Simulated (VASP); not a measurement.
Here is a VASP 6.6.1 calculation.

The input INCAR:

```
SYSTEM = W
ALGO = Normal
DIPOL = 0.5 0.5 0.500
EDIFF = 1E-6
ENCUT = 400
GGA = PE
GGA_COMPAT = .FALSE.
IDIPOL = 3
ISIF = 2
ISMEAR = -1
LASPH = .TRUE.
LCHARG = .FALSE.
LDIPOL = .TRUE.
LREAL = .FALSE.
LWAVE = .FALSE.
NBANDS = 28
NELM = 120
NELMDL = -8
PREC = Accurate
SIGMA = 0.1
```

File KPOINTS:

```
k-points
0
G
  13 13 1
  0 0 0
```

Contents of POSCAR:

```
W
1.0
    2.7570193916      0.0000000000      0.0000000000
   -0.9190064639      2.5993428103      0.0000000000
    0.0000000000      0.0000000000     17.5022000000
W
3
Direct
    0.0000000000      0.0000000000      0.3752829530
    0.5000000000      0.5000000000      0.4999999999
    0.0000000000      0.0000000000      0.6247170471
```

Potentials or basis: VASP PAW PBE potentials, release 64 (W_sv).

Command:

```sh
$ cat potpaw_PBE.64/W_sv/POTCAR > POTCAR
$ mpirun -np 1 vasp_std > vasp.out
```

(1) What does it give for the band gap on the k mesh?

(2) What does it give for the largest force?

## Answers

(1) zero (band 21 reaches 2.52 eV, above the bottom of band 22 at 0.73 eV).

(2) 0.032 eV/Å.

Caveat: spin-orbit coupling is left out, which moves the levels of the heavy elements.
